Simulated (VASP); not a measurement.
A run of VASP 6.6.1 is set up as follows.

Contents of INCAR:

```
PREC     = Accurate       # precision mode
ENCUT    = 520            # plane-wave cutoff, eV
EDIFF    = 1E-6           # SCF threshold, eV
ISMEAR   = -1             # smearing method
SIGMA    = 0.05           # smearing width, eV
LREAL    = False          # projectors in reciprocal space
LASPH    = True           # aspherical terms in the spheres
NELM     = 150            # most SCF steps
ALGO     = Normal         # electronic algorithm
ISIF     = 2              # what is computed and relaxed
LWAVE    = False          # write WAVECAR
LCHARG   = False          # write CHGCAR
ISPIN    = 2              # spin polarisation
MAGMOM   = 1              # initial moments
LORBIT   = 11             # projections on sites
LMAXMIX  = 4              # l up to which the mixer works
GGA      = PE             # functional
NBANDS   = 15             # bands
```

KPOINTS

```
regular mesh
0
Gamma
  18 18 18
```

The input POSCAR:

```
Ni
1.0
    0.0000000000      1.7108303217      1.7108303217
    1.7108303217      0.0000000000      1.7108303217
    1.7108303217      1.7108303217      0.0000000000
Ni
1
Direct
    0.0000000000      0.0000000000      0.0000000000
```

Potentials or basis: VASP PAW PBE potentials, release 64 (Ni).

The run is started by

```bash
$ cat potpaw_PBE.64/Ni/POTCAR > POTCAR
$ mpirun -np 1 vasp_std > vasp.out
```

(1) Estimate the site moments.

(2) Predict the pressure.

## Answers

(1) Ni +0.61 μB.

(2) 20.1 GPa.

Caveat: the cell stands under pressure.
